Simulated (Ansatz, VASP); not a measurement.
# Two plane-wave programs on Zn

Contents of INCAR:

```
PREC     = Accurate       # precision mode
ENCUT    = 520            # plane-wave cutoff, eV
EDIFF    = 1E-6           # SCF threshold, eV
ISMEAR   = -1             # smearing method
SIGMA    = 0.1            # smearing width, eV
LREAL    = False          # projectors in reciprocal space
LASPH    = True           # aspherical terms in the spheres
NELM     = 100            # most SCF steps
ALGO     = Normal         # electronic algorithm
ISIF     = 2              # what is computed and relaxed
LWAVE    = False          # write WAVECAR
LCHARG   = False          # write CHGCAR
GGA      = B5             # functional
ALDAX    = 1.0          
AGGAX    = 1.0          
AGGAC    = 1.0          
ALDAC    = 0.0          
NBANDS   = 12             # bands
```

Contents of KPOINTS:

```
Automatic mesh
0
Gamma
  13 13 13
```

The input POSCAR:

```
Zn
1.0
    2.7984670092      0.0000000000      0.0000000000
    0.0000000000      2.7984670092      0.0000000000
    0.0000000000      0.0000000000      2.7984670092
Zn
1
Direct
    0.0000000000      0.0000000000      0.0000000000
```

Input for Ansatz:

```yaml
crystal:
  lattice:
    - [2.7984670092, 0.0, 0.0]
    - [0.0, 2.7984670092, 0.0]
    - [0.0, 0.0, 2.7984670092]
  atoms:
    - { symbol: Zn, position: [0.0, 0.0, 0.0] }
hamiltonian:
  xc: blyp
  pseudopotentials:
    kind: paw
    azcp:
      Zn: "pseudopotentials/Zn.paw.azcp"
basis:
  ecutwfc: 420
  fft_grid_basis: typed
kpoints:
  mp_grid: { grid: [13, 13, 13], shift: [0, 0, 0] }
magnetization:
  spin_polarized: false
scf:
  occupations: { method: fermi_dirac, width: 0.1 }
  lower_state_search: "off"
output:
  stress: true
```

Alike in both runs: task single point; functional BLYP; k mesh 13 × 13 × 13; occupations fermi-dirac, width 0.1 eV; no spin polarisation.

```csv
,VASP,Ansatz
version,VASP 6.6.1,Ansatz 0.2.0
potentials or method,"VASP PAW PBE potentials, release 64 (Zn), cutoff 520 eV","plane waves (420 eV) with PAW, scalar-relativistic"
valence electrons in the cell,12,12
```

```csv
,VASP,Ansatz,Ansatz less VASP
pressure (GPa),-1.8,-1.8,-0.06
```

VASP's potentials were made for PBE, not for BLYP.
